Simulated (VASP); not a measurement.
# Al2Cu: single point with PBE

Crystal: Al2Cu.

```
Al Cu
1.0
    -1.39185    1.39185    5.68252
     1.39185   -1.39185    5.68252
     1.39185    1.39185   -5.68252
Al Cu
2 1
Direct
  0.65450 0.65450 0.00000
  0.34550 0.34550 0.00000
  0.00000 0.00000 0.00000
```

The cell was generated, and may not be a known phase.

* Program: VASP 6.6.1
* Task: single point
* Functional: PBE
* Potentials or basis: VASP PAW PBE potentials, release 64 (Al, Cu)
* Cutoff: 520 eV
* k mesh: 18 × 18 × 18
* Occupations: gaussian, width 0.1 eV
* Spin: no spin polarisation

```json
{
  "Pressure": "0.0 GPa",
  "Largest force": "0.025 eV/Å",
  "Band gap on the k mesh": "zero (an odd number of electrons rules out a gap without spin polarisation)"
}
```

Forces in eV/Å, atoms in the order of the input:
```
Al   0.000  0.000  0.025
Al   0.000  0.000 -0.025
Cu   0.000  0.000  0.000
```

Levels at points of the mesh, in eV from the Fermi level:
```csv
k point,band 6,band 7,band 8,band 9,band 10,band 11
"(0.00, 0.00, 0.00)",-3.40,-3.40,-3.02,6.48,6.87,7.86
"(0.50, 0.00, 0.00)",-3.47,-3.30,-2.89,-1.50,0.59,2.24
"(0.50, 0.50, 0.00)",-2.28,-0.89,-0.68,0.07,0.19,2.48
"(0.50, 0.50, 0.50)",-3.40,-3.02,-1.50,1.19,6.87,6.88
```

It took 13 min on 1 thread of Intel(R) Xeon(R) 6975P-C (Granite Rapids) (shared host), peak memory 0.57 GiB.
